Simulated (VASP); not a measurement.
Here is a VASP 6.6.1 calculation.

Contents of INCAR:

```
SYSTEM = NaH
ALGO = Normal ; EDIFF = 1E-6
ENCUT = 520 ; ISIF = 2
ISMEAR = -1 ; LASPH = .True.
LCHARG = .False. ; LREAL = .False.
LWAVE = .False. ; NBANDS = 11
NELM = 100 ; PREC = Accurate
SIGMA = 0.03
```

The input KPOINTS:

```
k-points
0
Gamma
  8 8 8
  0 0 0
```

POSCAR

```
NaH
1.0
    0.0000000000      2.3864216652      2.3864216652
    2.3864216652      0.0000000000      2.3864216652
    2.3864216652      2.3864216652      0.0000000000
Na H
1 1
Direct
   -0.0750000000     -0.0750000000      0.0750000000
    0.5750000000      0.5750000000      0.4250000000
```

Potentials or basis: VASP PAW LDA potentials, release 64 (Na_pv, H).

Launch:

```sh
$ cat potpaw_LDA.64/Na_pv/POTCAR potpaw_LDA.64/H/POTCAR > POTCAR
$ mpirun -np 1 vasp_std > vasp.out
```

**Question.** Predict the largest force.

**Answer.** 2.313 eV/Å.

**Question.** What does it give for the pressure?

**Answer.** 5.1 GPa.

**Question.** Predict the band gap on the k mesh.

**Answer.** 3.28 eV, indirect (least direct gap 4.29 eV).

Forces in eV/Å, atoms in the order of the input:
```
Na   0.000  0.000  2.313
H    0.000  0.000 -2.313
```

Caveat: the cell differs from its parent crystal (shortest bond scaled by 0.7); forces of over 1 eV/Å act on the atoms, so gaps and moduli don't describe the material at rest. A k mesh can miss the band edges.
